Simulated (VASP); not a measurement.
Crystal: NbTe.

```
Te Nb
1.0
     3.67812    0.00000    0.00000
    -1.83906    3.18535    0.00000
     0.00000    0.00000    3.66942
Te Nb
1 1
Direct
  0.66667 0.33333 0.00000
  0.00000 0.00000 0.50000
```

Base run:

```yaml
Program: VASP 6.6.1
Functional: r2SCAN
Potentials_or_basis: VASP PAW PBE potentials, release 64 (Te, Nb_sv)
Cutoff: 520 eV
k_mesh: 8 × 8 × 7
Occupations: fermi-dirac, width 0.05 eV
Spin: no spin polarisation
```

Its results: pressure 0.9 GPa.

Q: The run is repeated on the same cell with these changes: functional from r2SCAN to PBEsol. What comes out?

A: Pressure -3.0 GPa.

Caveats: the PAW data sets were made with another functional, which shifts forces and pressure a little.
